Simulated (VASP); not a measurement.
**CoO: single point with PBE**

Crystal: CoO.

```
CELL_PARAMETERS angstrom
3.13057 0.00000 0.00000
-1.56528 2.71115 0.00000
0.00000 0.00000 5.44716
ATOMIC_POSITIONS crystal
Co 0.00000 0.00000 0.01052
Co 0.33333 0.66667 0.51052
O 0.00000 0.00000 0.36449
O 0.33333 0.66667 0.86448
```

| Quantity | Value |
| --- | --- |
| Program | VASP 6.6.1 |
| Task | single point |
| Functional | PBE |
| Potentials or basis | VASP PAW PBE potentials, release 64 (Co, O) |
| Cutoff | 520 eV |
| k mesh | 12 × 12 × 8 |
| Occupations | gaussian, width 0.01 eV |
| Spin | collinear spin, antiferromagnetic start |
| Starting moments | [-2.34, 2.34, 0.18, -0.18] μB |

```yaml
Pressure: -2.0 GPa
Largest_force: 0.006 eV/Å
Band_gap_on_the_k_mesh: 0.15 eV (least direct gap 0.24 eV)
Net_moment: 0.00 μB per cell
Site_moments: Co -2.28, +2.28; O +0.17, -0.17 μB
Valence_electrons_inside_the_program's_atomic_spheres: Co 7.98; O 4.99
```

Forces in eV/Å, atoms in the order of the input:
```
Co   0.000  0.000 -0.006
Co   0.000  0.000 -0.006
O    0.000  0.000  0.006
O    0.000  0.000  0.006
```

Stress tensor (GPa, compression positive):
```
 0.02  0.00  0.00
 0.00  0.02  0.00
 0.00  0.00 -6.01
```

Levels at points of the mesh, in eV from the valence-band top:
Spin up:
```
           k point  band 12  band 13  band 14  band 15  band 16  band 17  band 18  band 19
(0.00, 0.00, 0.00)    -0.97    -0.97    -0.06    -0.06     0.25     1.78     2.10     2.10
(0.50, 0.00, 0.00)    -1.74    -1.29    -0.16    -0.09     0.15     0.84     1.53     5.92
(0.00, 0.00, 0.50)    -0.94    -0.94     0.00     0.00     0.81     1.97     1.97     2.68
(0.50, 0.00, 0.50)    -1.66    -1.09    -0.41    -0.15     0.32     0.95     1.40     5.50
```
Spin down:
| k point | band 12 | band 13 | band 14 | band 15 | band 16 | band 17 | band 18 | band 19 |
| --- | --- | --- | --- | --- | --- | --- | --- | --- |
| (0.00, 0.00, 0.00) | -0.97 | -0.97 | -0.06 | -0.06 | 0.25 | 1.78 | 2.10 | 2.10 |
| (0.50, 0.00, 0.00) | -1.74 | -1.29 | -0.16 | -0.09 | 0.15 | 0.84 | 1.53 | 5.92 |
| (0.00, 0.00, 0.50) | -0.94 | -0.94 | 0.00 | 0.00 | 0.81 | 1.97 | 1.97 | 2.68 |
| (0.50, 0.00, 0.50) | -1.66 | -1.09 | -0.41 | -0.15 | 0.32 | 0.95 | 1.40 | 5.50 |

Run time: 5 min on 1 thread of Oxide Virtual Turin-like Processor, with other jobs on the host, peak memory 0.26 GiB.

Caveat: the stress differs along the axes, from -6 to 0 GPa; semilocal functionals underestimate gaps, and a narrow one can read as zero. A k mesh can miss the band edges.
